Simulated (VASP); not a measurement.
# Y (P6_3/mmc) in VASP: further runs, part 2 of 2

VASP 6.6.1.

## (3) Single point, PBEsol (strain -0.080 along x and y, -0.080 along z)

INCAR

```
SYSTEM = Y
  ALGO = Normal
  EDIFF = 1E-6
  ENCUT = 520
  GGA = PS
  ISIF = 2
  ISMEAR = 0
  LASPH = .True.
  LCHARG = .False.
  LREAL = .False.
  LWAVE = .False.
  NBANDS = 18
  NELM = 60
  PREC = Accurate
  SIGMA = 0.15
```

KPOINTS

```
k-points
0
Gamma
  15 15 8
  0 0 0
```

POSCAR

```
Y
1.0
    3.3593792981      0.0000000000      0.0000000000
   -1.6796896490      2.9093078131      0.0000000000
    0.0000000000      0.0000000000      5.2876080000
Y
2
Direct
    0.3333333333      0.6666666667      0.2500000000
    0.6666666667      0.3333333333      0.7500000000
```

Potentials or basis: VASP PAW PBE potentials, release 64 (Y_sv).

Run with:

```console
$ cat potpaw_PBE.64/Y_sv/POTCAR > POTCAR
$ mpirun -np 1 vasp_std > vasp.out
```

OUTCAR:

```text
SYSTEM = Y
   EDIFF = 1E-6
   ENCUT = 520
   GGA = PS
   ISIF = 2
   ISMEAR = 0
   LASPH = .True.
   LREAL = .False.
   NELM = 60
   PREC = Accurate

 ion  position               nearest neighbor table
   1  0.333  0.667  0.250-   2 3.28   2 3.28   2 3.28   2 3.28   2 3.28   2 3.28
   2  0.667  0.333  0.750-   1 3.28   1 3.28   1 3.28   1 3.28   1 3.28   1 3.28

  LATTYP: Found a hexagonal cell.
 ALAT       =     3.3593792981
 C/A-ratio  =     1.5739836234

  Lattice vectors:

 A1 = (   3.3593792981,   0.0000000000,   0.0000000000)
 A2 = (  -1.6796896490,   2.9093078131,   0.0000000000)
 A3 = (   0.0000000000,   0.0000000000,   5.2876080000)

Analysis of symmetry for initial positions (statically):
=====================================================================
 Subroutine PRICEL returns:
 Original cell was already a primitive cell.

 Routine SETGRP: Setting up the symmetry group for a
 hexagonal supercell.

 Subroutine GETGRP returns: Found 24 space group operations
 (whereof 12 operations were pure point group operations)
 out of a pool of 24 trial point group operations.

The static configuration has the point symmetry D_3d.
[... 163 lines left out ...]

 E-fermi :   4.1569     XC(G=0): -10.5180

 val. band max:        4.1533015489   @ k =   0.1333   0.1333   0.1250
 cond. band min:       4.1632357589   @ k =   0.4000   0.2000   0.0000
 fundamental gap:      0.0099342100
 Fermi energy:         4.1569389710

 k-point     1 :       0.0000    0.0000    0.0000
  band No.  band energies     occupation
      1     -37.9565      2.00000
      2     -37.7573      2.00000
      3     -18.6359      2.00000
      4     -17.6013      2.00000
      5     -17.6013      2.00000
      6     -17.4214      2.00000
[... 481 lines left out ...]
      5     -18.0097      2.00000
      6     -18.0087      2.00000
[... 10 lines left out ...]
     17      10.3351      0.00000
     18      10.6383      0.00000

 [... further k-points ...]

------------------------ aborting loop because EDIFF is reached ----------------------------------------

  FORCE on cell =-STRESS in cart. coord.  units (eV):
  Direction    XX          YY          ZZ          XY          YZ          ZX
  --------------------------------------------------------------------------------------
  -------------------------------------------------------------------------------------
  Total        3.3364429      3.3364429      3.3932223      0.0000000      0.0000000      0.0000000
  in kB      103.4394759    103.4394759    105.1998023      0.0000000      0.0000000      0.0000000
  external PRESSURE =     104.0262514 kB  Pullay stress =       0.0000000 kB

 VOLUME and BASIS-vectors are now :
 -----------------------------------------------------------------------------
  energy-cutoff  :      520.00
  volume of cell :       51.68
      direct lattice vectors                 reciprocal lattice vectors
     3.359379298  0.000000000  0.000000000     0.297674038  0.171862186  0.000000000
    -1.679689649  2.909307813  0.000000000     0.000000000  0.343724372  0.000000000
     0.000000000  0.000000000  5.287608000     0.000000000  0.000000000  0.189121433

 POSITION                                       TOTAL-FORCE (eV/Angst)
 -----------------------------------------------------------------------------------
     -0.00000      1.93954      1.32190         0.000000      0.000000      0.000000
      1.67969      0.96977      3.96571        -0.000000     -0.000000      0.000000
 -----------------------------------------------------------------------------------
    total drift:                               -0.000000      0.000000     -0.000000

  FREE ENERGIE OF THE ION-ELECTRON SYSTEM (eV)
  ---------------------------------------------------
  free  energy   TOTEN  =       -13.3500758716 eV

  energy  without entropy=      -13.3149108253  energy(sigma->0) =      -13.33249335
```

stdout:

```text
POSCAR found type information on POSCAR Y
 POSCAR found :  1 types and       2 ions
 scaLAPACK will be used
 -----------------------------------------------------------------------------
|                                                                             |
|                                                                             |
|     You enforced a specific xc type in the INCAR file but a different       |
|     I HOPE YOU KNOW WHAT YOU ARE DOING!                                     |
|                                                                             |
 -----------------------------------------------------------------------------

 LDA part: xc-table for (Slater+PW92), standard interpolation
 POSCAR, INCAR and KPOINTS ok, starting setup
 FFT: planning ... GRIDC
 FFT: planning ... GRID_SOFT
 FFT: planning ... GRID
 WAVECAR not read
 entering main loop
```

Wall time 68 s (1 thread of Intel Xeon Platinum 8559C (Emerald Rapids), shared host); peak memory 0.27 GiB.

What came out:

- Free energy: -13.3501 eV
- Pressure: 10.4 GPa
- Band gap on the k mesh: zero (bands 11 and 12 overlap by 2.31 eV)

Levels at points of the mesh, in eV from the Fermi level:
```tsv
k point	band 7	band 8	band 9	band 10	band 11	band 12	band 13	band 14	band 15	band 16
(0.00, 0.00, 0.00)	-21.58	-21.52	-5.02	-2.30	1.82	1.90	1.90	2.27	2.71	2.71
(0.00, 0.00, 0.50)	-21.67	-21.67	-3.27	-3.27	1.03	1.03	1.81	1.81	1.81	1.81
```

Caveat: the cell differs from its parent crystal (strain -0.080 along x and y, -0.080 along z); the cell stands under pressure; the PAW data sets were made with another functional, which shifts forces and pressure a little.

## (4) Single point, PBEsol (strain +0.080 along x and y, +0.040 along z)

INCAR

```
ALGO     = Fast           # electronic algorithm
EDIFF    = 1E-7           # SCF threshold, eV
ENCUT    = 520            # plane-wave cutoff, eV
GGA      = PS             # functional
ISIF     = 2              # what is computed and relaxed
ISMEAR   = 0              # smearing method
LASPH    = True           # aspherical terms in the spheres
LCHARG   = False          # write CHGCAR
LREAL    = False          # projectors in reciprocal space
LWAVE    = False          # write WAVECAR
NBANDS   = 18             # bands
NELM     = 60             # most SCF steps
PREC     = Accurate       # precision mode
SIGMA    = 0.15           # smearing width, eV
```

KPOINTS

```
k-points
0
Gamma
  15 15 8
```

POSCAR

```
Y
1.0
    3.9436191761      0.0000000000      0.0000000000
   -1.9718095880      3.4152743893      0.0000000000
    0.0000000000      0.0000000000      5.9772960000
Y
2
Direct
    0.3333333333      0.6666666667      0.2500000000
    0.6666666667      0.3333333333      0.7500000000
```

Run with:

```console
$ cat potpaw_PBE.64/Y_sv/POTCAR > POTCAR
$ mpirun -np 1 vasp_std > vasp.out
```

Run time: 4.2 min. Hardware: 1 thread of Intel Xeon Platinum 8559C (Emerald Rapids), shared host; peak memory 0.35 GiB.

Results (log left out):

* Free energy: -13.1716 eV
* Pressure: -7.2 GPa
* Band gap on the k mesh: zero (bands 11 and 12 overlap by 1.41 eV)

Stress tensor (GPa, compression positive):
```
-7.54  0.00  0.00
 0.00 -7.54  0.00
 0.00  0.00 -6.53
```

Levels at points of the mesh, in eV from the Fermi level:
```
           k point  band 9  band 10  band 11  band 12  band 13  band 14
(0.00, 0.00, 0.00)   -4.33    -1.52     0.62     1.50     1.50     1.95
(0.00, 0.00, 0.50)   -3.05    -3.05     0.97     0.97     1.38     1.38
```

Caveat: the cell differs from its parent crystal (strain +0.080 along x and y, +0.040 along z); the cell stands under tension; the PAW data sets were made with another functional, which shifts forces and pressure a little.

## (5) Single point, PBEsol (strain +0.080 along x and y, +0.080 along z)

INCAR

```
SYSTEM = Y
ALGO     = Fast           ! electronic algorithm
EDIFF    = 1E-6           ! SCF threshold, eV
ENCUT    = 520            ! plane-wave cutoff, eV
GGA      = PS             ! functional
ISIF     = 2              ! what is computed and relaxed
ISMEAR   = 0              ! smearing method
LASPH    = .True.         ! aspherical terms in the spheres
LCHARG   = .True.         ! write CHGCAR
LELF     = .True.         ! ELF
LREAL    = .False.        ! projectors in reciprocal space
LVHAR    = .True.       
LWAVE    = .False.        ! write WAVECAR
NBANDS   = 18             ! bands
NELM     = 80             ! most SCF steps
PREC     = Accurate       ! precision mode
SIGMA    = 0.15           ! smearing width, eV
```

KPOINTS

```
k-points
0
Gamma
  15 15 8
  0 0 0
```

Changes to POSCAR since step 4:

```diff
@@ -4,3 +4,3 @@
    -1.9718095880      3.4152743893      0.0000000000
-    0.0000000000      0.0000000000      5.9772960000
+    0.0000000000      0.0000000000      6.2071920000
 Y
```

Run with:

```console
$ cat potpaw_PBE.64/Y_sv/POTCAR > POTCAR
$ mpirun -np 1 vasp_std > vasp.out
```

Run time: 11 min. Hardware: 1 thread of Intel Xeon 8259CL, shared host; peak memory 0.34 GiB.

It converged, with:

| Quantity | Value |
| --- | --- |
| Free energy | -13.0303 eV |
| Pressure | -7.8 GPa |
| Band gap on the k mesh | zero (bands 11 and 12 overlap by 1.20 eV) |

Stress tensor (GPa, compression positive):
```
-7.63  0.00  0.00
 0.00 -7.63  0.00
 0.00  0.00 -8.03
```

Levels at points of the mesh, in eV from the Fermi level:
```tsv
k point	band 8	band 9	band 10	band 11	band 12	band 13	band 14	band 15
(0.00, 0.00, 0.00)	-23.07	-4.27	-1.57	0.35	1.49	1.49	1.68	1.92
(0.00, 0.00, 0.50)	-23.11	-3.10	-3.10	0.82	0.82	1.43	1.43	1.43
```

Caveat: the cell differs from its parent crystal (strain +0.080 along x and y, +0.080 along z); the cell stands under tension; the PAW data sets were made with another functional, which shifts forces and pressure a little.

## (6) Single point, PBEsol (strain -0.080 along x and y, -0.040 along z)

INCAR

```
SYSTEM = Y
PREC = Accurate
ENCUT = 520
EDIFF = 1E-6
ISMEAR = 0
SIGMA = 0.15
LREAL = .False.
LASPH = .True.
NELM = 80
ALGO = Fast
ISIF = 2
LWAVE = .False.
LCHARG = .False.
GGA = PS
NBANDS = 18
```

KPOINTS

```
Automatic mesh
0
Gamma
  15 15 8
  0 0 0
```

POSCAR

```
Y
1.0
    3.3593792981      0.0000000000      0.0000000000
   -1.6796896490      2.9093078131      0.0000000000
    0.0000000000      0.0000000000      5.5175040000
Y
2
Direct
    0.3333333333      0.6666666667      0.2500000000
    0.6666666667      0.3333333333      0.7500000000
```

Potentials or basis: VASP PAW PBE potentials, release 64 (Y_sv).

Run with:

```console
$ cat potpaw_PBE.64/Y_sv/POTCAR > POTCAR
$ mpirun -np 1 vasp_std > vasp.out
```

Run time: 5.7 min. Hardware: 1 thread of Intel Xeon 8259CL, shared host; peak memory 0.28 GiB.

The run converged. Its results:

* Free energy: -13.4619 eV
* Pressure: 7.4 GPa
* Band gap on the k mesh: zero (bands 11 and 12 overlap by 1.73 eV)

Stress tensor (GPa, compression positive):
```
8.32 0.00 0.00
0.00 8.32 0.00
0.00 0.00 5.53
```

Levels at points of the mesh, in eV from the Fermi level:
```tsv
k point	band 9	band 10	band 11	band 12	band 13	band 14
(0.00, 0.00, 0.00)	-4.99	-2.25	1.29	1.86	1.96	1.96
(0.00, 0.00, 0.50)	-3.39	-3.39	0.82	0.82	1.94	1.94
```

Caveat: the cell differs from its parent crystal (strain -0.080 along x and y, -0.040 along z); the cell stands under pressure; the PAW data sets were made with another functional, which shifts forces and pressure a little.

## (7) The runs side by side

```tsv
cell	gap on the mesh (eV)	pressure (GPa)
a = 3.798, b = 3.798, c = 6.207 Å, angles 90.0, 90.0, 120.0°, 2 atoms	none	-6.5
a = 3.359, b = 3.359, c = 5.288 Å, angles 90.0, 90.0, 120.0°, 2 atoms	none	10.4
a = 3.944, b = 3.944, c = 5.977 Å, angles 90.0, 90.0, 120.0°, 2 atoms	none	-7.2
a = 3.944, b = 3.944, c = 6.207 Å, angles 90.0, 90.0, 120.0°, 2 atoms	none	-7.8
a = 3.359, b = 3.359, c = 5.518 Å, angles 90.0, 90.0, 120.0°, 2 atoms	none	7.4
```

Alike in all rows: task single point; level PBEsol; potentials or basis VASP PAW PBE potentials, release 64 (Y_sv); no spin polarisation; k mesh 15 × 15 × 8; cutoff (eV) 520; smearing gaussian 0.15 eV.

Caveats: the PAW data sets were made with another functional, which shifts forces and pressure a little; the cell stands under tension (at least some runs); the cell stands under pressure (at least some runs).

Absolute energies hang on the potentials; compare differences alone.
